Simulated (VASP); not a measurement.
Set up this calculation in VASP 6.6.1, as the native input.

- Task: single point
- Functional: r2SCAN
- Potentials or basis: VASP PAW PBE potentials, release 64 (Si)
- Cutoff: 520 eV
- k mesh: 24 × 24 × 20
- Occupations: gaussian, width 0.15 eV
- Spin: no spin polarisation
- Dipole correction: no
- Further INCAR settings: ALGO = Normal; EDIFF = 1e-06; NBANDS = 8

The system is Si.

```
CELL_PARAMETERS angstrom
2.62054 0.00000 0.00000
-1.31027 2.26946 0.00000
0.00000 0.00000 2.09640
ATOMIC_POSITIONS crystal
Si 0.00000 0.00000 0.00000
```

This cell differs from its parent crystal: strain -0.1500 x Voigt [0, 0, 1, 0, 0, 0].

One way to write it, as run:

POSCAR

```
Si
1.0
    2.6205428149      0.0000000000      0.0000000000
   -1.3102714075      2.2694566494      0.0000000000
    0.0000000000      0.0000000000      2.0964012315
Si
1
Direct
    0.0000000000      0.0000000000      0.0000000000
```

INCAR.step1

```
SYSTEM = Si
  PREC = Accurate
  ENCUT = 520
  ISMEAR = 0
  SIGMA = 0.15
  LREAL = .FALSE.
  LASPH = .TRUE.
  NELM = 60
  NBANDS = 8
  GGA = PE
  ALGO = Normal
  EDIFF = 1E-4
  LWAVE = .TRUE.
  LCHARG = .FALSE.
```

INCAR.step2

```
SYSTEM = Si
  PREC = Accurate
  ENCUT = 520
  EDIFF = 1E-6
  ISMEAR = 0
  SIGMA = 0.15
  LREAL = .FALSE.
  LASPH = .TRUE.
  NELM = 60
  ALGO = Normal
  ISIF = 2
  LWAVE = .FALSE.
  LCHARG = .TRUE.
  METAGGA = R2SCAN
  LMIXTAU = .TRUE.
  LELF = .TRUE.
  LVHAR = .TRUE.
  NBANDS = 8
  ISTART = 1
```

KPOINTS

```
Automatic mesh
0
G
  24 24 20
  0 0 0
```

Potentials or basis: VASP PAW PBE potentials, release 64 (Si).

Launch:

```console
$ cat potpaw_PBE.64/Si/POTCAR > POTCAR
$ cp INCAR.step1 INCAR
$ mpirun -np 1 vasp_std > vasp.out
$ cp INCAR.step2 INCAR
$ mpirun -np 1 vasp_std > vasp.out
```

Results of the run:

```json
{"Pressure": "44.9 GPa", "Band gap on the k mesh": "zero (bands 2 and 3 overlap by 15.03 eV)"}
```

Caveat: the cell differs from its parent crystal (strain -0.1500 x Voigt [0, 0, 1, 0, 0, 0]); the cell stands under pressure; the PAW data sets were made with another functional, which shifts forces and pressure a little.

Run time: 2.8 min on 1 thread of Intel(R) Xeon(R) Platinum 8259CL CPU @ 2.50GHz (Skylake/Cascade Lake) (shared host), peak memory 0.16 GiB.
